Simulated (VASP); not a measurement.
BN: single point with PBE

The system is BN.

```
B N
1.0
     0.00000    1.87288    1.87288
     1.87288    0.00000    1.87288
     1.87288    1.87288    0.00000
B N
1 1
Cartesian
  0.0000 0.0000 0.0000
  2.8093 2.8093 2.8093
```

This cell differs from its parent crystal: strained.

| Item | Value |
| --- | --- |
| Program | VASP 6.6.1 |
| Task | single point |
| Functional | PBE |
| Potentials or basis | VASP PAW PBE potentials, release 64 (B, N) |
| Cutoff | 520 eV |
| k mesh | 12 × 12 × 12 |
| Occupations | gaussian, width 0.02 eV |
| Spin | no spin polarisation |

The pressure is -30.5 GPa. The band gap on the k mesh is 4.34 eV, indirect (least direct gap 8.31 eV).

Levels at points of the mesh, in eV from the valence-band top:
```tsv
k point	band 1	band 2	band 3	band 4	band 5	band 6	band 7	band 8	band 9
(0.00, 0.00, 0.00)	-19.07	0.00	0.00	0.00	8.31	8.31	8.31	8.67	22.81
(0.50, 0.00, 0.00)	-15.34	-9.75	-1.75	-1.75	8.80	10.11	10.11	14.16	22.02
(0.50, 0.50, 0.00)	-14.12	-8.26	-4.40	-4.40	4.34	8.62	16.34	16.34	19.08
```

It took 23 s on 1 thread of AMD EPYC 7R13, on a shared host, peak memory 0.09 GiB.

Caveat: the cell differs from its parent crystal (strained). A k mesh can miss the band edges.
